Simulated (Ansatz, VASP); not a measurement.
# One calculation of AlRu, two programs

```
Ru Al
1.0
     2.99160    0.00000    0.00000
     0.00000    2.99160    0.00000
     0.00000    0.00000    2.99160
Ru Al
1 1
Direct
  0.50000 0.50000 0.50000
  0.00000 0.00000 0.00000
```

Alike in both runs: functional PBEsol; k mesh 9 × 9 × 9; occupations fermi-dirac, width 0.05 eV; non-collinear spin, spin-orbit coupling.

|  | VASP | Ansatz |
| --- | --- | --- |
| version | VASP 6.6.1 | Ansatz 0.2.0 |
| potentials or method | VASP PAW PBE potentials, release 64 (Ru_pv, Al) | Ansatz PAW |
| plane-wave cutoff (eV) | 520 | 420 |
| valence electrons in the cell | 17 | 19 |
| task | single point | band structure |

Ansatz gave:

* pressure (GPa): -3.3
* net moment per atom (μB): 0.00

**Question.** What did VASP give for the same quantities?

**Answer.** Pressure (GPa): -3.2; net moment per atom (μB): 0.00.

VASP's potentials were made for PBE, not for PBEsol. VASP's potentials hold 17 valence electrons a cell and Ansatz's 19, so a difference there can come from the potentials and not from the codes.
